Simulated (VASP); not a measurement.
Crystal: KBr.

```
CELL_PARAMETERS angstrom
0.00000 3.35232 3.35232
3.35232 0.00000 3.35232
3.35232 3.35232 0.00000
ATOMIC_POSITIONS crystal
K 0.00000 0.00000 0.00000
Br 0.50000 0.50000 0.50000
```

```yaml
Program: VASP 6.6.1
Task: relaxation of cell and atoms
Functional: r2SCAN
Potentials_or_basis: VASP PAW PBE potentials, release 64 (K_sv, Br)
Cutoff: 600 eV
k_mesh: 6 × 6 × 6
Occupations: fermi-dirac, width 0.02 eV
Spin: no spin polarisation
```

At the start: pressure -0.6 GPa; volume 37.67 Å³/atom.

Problem. How do energy, volume and symmetry change on relaxing?

Solution. Over 4 steps the energy falls by 3.1 meV/atom and the volume is 36.10 Å³/atom (-4.2 %); space group Fm-3m (No. 225, to 0.1 Å) before and after.

Step by step:
```csv
step,energy change (eV),largest force (eV/Å),pressure (GPa),volume (Å³)
1,0.0000,0.0000,-0.61,75.35
2,-0.0046,0.0000,-0.33,73.79
3,-0.0063,0.0000,-0.03,72.31
4,-0.0063,0.0000,0.01,72.20
```

Final structure:
```
K Br
1.0
     0.00000    3.30491    3.30491
     3.30491    0.00000    3.30491
     3.30491    3.30491    0.00000
K Br
1 1
Cartesian
  3.3049 3.3049 6.6098
  3.3049 3.3049 3.3049
```

Caveat: the PAW data sets were made with another functional, which shifts forces and pressure a little.
